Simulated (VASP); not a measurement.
SiC (Moissanite 3C): single point with r2SCAN

SiC (Moissanite 3C):

```
Si C
1.0
     0.00000    2.14870    2.14870
     2.14870    0.00000    2.14870
     2.14870    2.14870    0.00000
Si C
1 1
Cartesian
  0.0000 0.0000 0.0000
  1.0744 1.0744 1.0744
```

This cell differs from its parent crystal: volume scaled by 0.960.

```
Program                : VASP 6.6.1
Task                   : single point
Functional             : r2SCAN
Potentials or basis    : VASP PAW PBE potentials, release 64 (Si, C)
Cutoff                 : 520 eV
k mesh                 : 10 × 10 × 10
Occupations            : gaussian, width 0.05 eV
Spin                   : no spin polarisation
Dipole correction      : no
Further INCAR settings : ALGO = Normal; EDIFF = 1e-07; NBANDS = 11
```

```json
{
  "Pressure": "9.8 GPa",
  "Band gap on the k mesh": "1.70 eV, indirect (least direct gap 5.11 eV)"
}
```

Levels at points of the mesh, in eV from the valence-band top:
| k point | band 2 | band 3 | band 4 | band 5 | band 6 | band 7 |
| --- | --- | --- | --- | --- | --- | --- |
| (0.00, 0.00, 0.00) | 0.00 | 0.00 | 0.00 | 7.37 | 8.17 | 8.17 |
| (0.50, 0.00, 0.00) | -9.05 | -1.11 | -1.11 | 6.40 | 7.94 | 7.94 |
| (0.50, 0.50, 0.00) | -8.19 | -3.41 | -3.41 | 1.70 | 4.99 | 15.66 |

Run time: 57 s on 1 thread of Intel(R) Xeon(R) Platinum 8259CL CPU @ 2.50GHz (Skylake/Cascade Lake), on a shared host, peak memory 0.13 GiB.

Caveat: the PAW data sets were made with another functional, which shifts forces and pressure a little. A k mesh can miss the band edges.
